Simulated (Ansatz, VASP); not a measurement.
**One calculation of YS, two programs**

```
Y S
1.0
     0.00000    2.77109    2.74365
     2.77109    0.00000    2.74365
     2.77109    2.77109    0.00000
Y S
1 1
Direct
  0.50000 0.50000 0.50000
  0.00000 0.00000 0.00000
```

Change from the starting cell: equal xx and yy strain of +1 %.

Alike in both runs: task single point; functional LDA; k mesh 8 × 8 × 8; occupations fermi-dirac, width 0.01 eV; no spin polarisation.

```csv
,VASP,Ansatz
version,VASP 6.6.1,Ansatz 0.2.0
potentials or method,"VASP PAW LDA potentials, release 64 (Y_sv, S), cutoff 520 eV","all-electron LAPW, scalar-relativistic"
```

Ansatz gave:

| Quantity | Value |
| --- | --- |
| pressure (GPa) | -5.5 |
| traceless stress, the component that is largest in VASP (GPa) | 1.38 |

Q: What did VASP give for the same quantities?

A: Pressure (GPa): -5.5; traceless stress, the component that is largest in VASP (GPa): 1.39.

LDA's correlation is that of Perdew and Zunger in VASP and of Perdew and Wang (1992) in Ansatz. Ansatz ran all-electron here, and VASP with PAW potentials.
